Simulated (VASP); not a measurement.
Here is a VASP 6.6.1 calculation.

The input INCAR:

```
  ALGO = Normal
  EDIFF = 1E-6
  ENCUT = 520
  GGA = PE
  ISIF = 2
  ISMEAR = 0
  LASPH = T
  LCHARG = F
  LREAL = F
  LWAVE = F
  NBANDS = 30
  NELM = 100
  PREC = Accurate
  SIGMA = 0.1
```

File KPOINTS:

```
k-points
0
Gamma
  12 12 12
```

File POSCAR:

```
Cr3Co
1.0
    3.5654892124      0.0000000000      0.0000000000
    0.0000000000      3.5654892124      0.0000000000
    0.0000000000      0.0000000000      3.5654892124
Cr Co
3 1
Direct
    0.0000000000      0.5000000000      0.5000000000
    0.5000000000      0.0000000000      0.5000000000
    0.5000000000      0.5000000000      0.0000000000
    0.0000000000      0.0000000000      0.0000000000
```

Potentials or basis: VASP PAW PBE potentials, release 64 (Cr_pv, Co).

Run with:

```bash
$ cat potpaw_PBE.64/Cr_pv/POTCAR potpaw_PBE.64/Co/POTCAR > POTCAR
$ mpirun -np 1 vasp_std > vasp.out
```

(1) Estimate the pressure.

(2) Estimate the band gap on the k mesh.

Results:

(1) -0.6 GPa.

(2) zero (an odd number of electrons rules out a gap without spin polarisation).

Caveat: the run has no spin polarisation, though such a crystal can be magnetic.
